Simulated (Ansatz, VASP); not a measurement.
**Ru in VASP and in Ansatz**

```
CELL_PARAMETERS angstrom
1.81867 1.05001 2.67532
-1.81867 1.05001 2.67532
0.00000 -2.10002 2.67532
ATOMIC_POSITIONS crystal
Ru 0.23981 0.23981 0.23981
Ru 0.76019 0.76019 0.76019
```

Alike in both runs: functional PBEsol; k mesh 6 × 6 × 6; occupations gaussian, width 0.1 eV; no spin polarisation.

Ansatz relaxed the structure, and its values are those at the end. VASP's run is a single point on that final structure, the one shown.

|  | VASP | Ansatz |
| --- | --- | --- |
| version | VASP 6.6.1 | Ansatz 0.2.0 |
| potentials or method | VASP PAW PBE potentials, release 64 (Ru_pv), cutoff 520 eV | scalar-relativistic, plane waves, PAW |
| valence electrons in the cell | 28 | 32 |

```tsv
	VASP	Ansatz	Ansatz less VASP
gap on the k mesh at the Fermi level (eV)	none	none	-
pressure (GPa)	0.3	0.1	-0.19
rms of the force components (eV/Å)	0.015	0.000	-0.0145
```

VASP's potentials were made for PBE, not for PBEsol. A gap of «none» marks a metal or a gap that the smearing closes. VASP's potentials hold 28 valence electrons a cell and Ansatz's 32, so a difference there can come from the potentials and not from the codes.
